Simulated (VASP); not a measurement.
Set up this calculation in VASP 6.6.1, as the native input.

```yaml
Task: single point
Functional: PBEsol
Potentials_or_basis: VASP PAW PBE potentials, release 64 (Pt)
Cutoff: 520 eV
k_mesh: 20 × 20 × 20
Occupations: gaussian, width 0.15 eV
Spin: no spin polarisation
Dipole_correction: no
Further_INCAR_settings: ALGO = Fast; EDIFF = 1e-07; NBANDS = 11
```

The structure of Pt lies in POSCAR:

```
Pt
1.0
    0.0000000000      1.9579000000      1.9579000000
    1.9579000000      0.0000000000      1.9579000000
    1.9579000000      1.9579000000      0.0000000000
Pt
1
Direct
    0.0000000000      0.0000000000      0.0000000000
```

These files were run (other wordings do the same):

INCAR

```
PREC = Accurate ; ENCUT = 520
EDIFF = 1E-7 ; ISMEAR = 0
SIGMA = 0.15 ; LREAL = F
LASPH = T ; NELM = 60
ALGO = Fast ; ISIF = 2
LWAVE = F ; LCHARG = F
GGA = PS ; NBANDS = 11
```

KPOINTS

```
Automatic mesh
0
Gamma
  20 20 20
```

Potentials or basis: VASP PAW PBE potentials, release 64 (Pt).

Command:

```sh
$ cat potpaw_PBE.64/Pt/POTCAR > POTCAR
$ mpirun -np 1 vasp_std > vasp.out
```

It gave:

The pressure is 0.2 GPa. The band gap on the k mesh is zero (band 5 reaches 11.69 eV, above the bottom of band 6 at 9.44 eV).

Caveat: the PAW data sets were made with another functional, which shifts forces and pressure a little; spin-orbit coupling is left out, which moves the levels of the heavy elements.

Run time: 19 s on 1 thread of Intel(R) Xeon(R) 6975P-C (Granite Rapids) (shared host), peak memory 0.17 GiB.
